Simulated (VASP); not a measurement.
# Co: single point with PBEsol

The system is Co.

```xyz
8
Lattice="-3.4648 3.4648 0.0000 -3.4648 0.0000 3.4648 0.0000 3.4648 3.4648" Properties=species:S:1:pos:R:3 pbc="T T T"
Co    0.0000    0.0000    0.0000
Co   -1.7324    1.7324    0.0000
Co   -1.7324    0.0000    1.7324
Co    0.0000    1.7324    1.7324
Co   -3.4648    1.7324    1.7324
Co   -1.7324    3.4648    1.7324
Co   -1.7324    1.7324    3.4648
Co   -3.4648    3.4648    3.4648
```

This isn't the form of Co at room conditions, which is hcp.

```json
{
  "Program": "VASP 6.6.1",
  "Task": "single point",
  "Functional": "PBEsol",
  "Potentials or basis": "VASP PAW PBE potentials, release 64 (Co)",
  "Cutoff": "520 eV",
  "k mesh": "8 × 8 × 8",
  "Occupations": "gaussian, width 0.1 eV",
  "Spin": "collinear spin, ferromagnetic start",
  "Starting moments": "[1.85, 1.85, 1.85, 1.85, 1.85, 1.85, 1.85, 1.85] μB"
}
```

```
Pressure                                              : -0.9 GPa
Net moment                                            : 12.65 μB per cell
Site moments                                          : Co +1.59 μB
Valence electrons inside the program's atomic spheres : Co 8.36
```

Levels at points of the mesh, in eV from the Fermi level:
Spin up:
```
           k point  band 38  band 39  band 40  band 41  band 42  band 43  band 44  band 45  band 46  band 47
(0.00, 0.00, 0.00)    -0.37    -0.37    -0.37    -0.37    -0.36    -0.36    -0.36    -0.36     2.55     2.55
(0.50, 0.00, 0.00)    -0.56    -0.56    -0.56    -0.56    -0.56     2.55     2.55     2.55     2.55     2.55
(0.50, 0.50, 0.00)    -1.49    -1.16    -1.16    -0.36    -0.36     1.22     1.22     1.22     1.22     8.26
```
Spin down:
| k point | band 26 | band 27 | band 28 | band 29 | band 30 | band 31 | band 32 | band 33 | band 34 | band 35 |
| --- | --- | --- | --- | --- | --- | --- | --- | --- | --- | --- |
| (0.00, 0.00, 0.00) | -0.31 | 0.29 | 0.29 | 1.20 | 1.20 | 1.20 | 1.20 | 1.20 | 1.20 | 1.20 |
| (0.50, 0.00, 0.00) | -0.94 | -0.12 | -0.12 | -0.12 | -0.12 | -0.12 | -0.12 | 0.37 | 0.37 | 0.37 |
| (0.50, 0.50, 0.00) | -0.34 | -0.34 | -0.34 | -0.13 | -0.13 | -0.13 | -0.13 | 0.12 | 0.12 | 0.17 |

Run time: 8.8 min on 1 thread of Intel Xeon 8259CL, on a shared host, peak memory 0.34 GiB.

Caveat: the PAW data sets were made with another functional, which shifts forces and pressure a little.
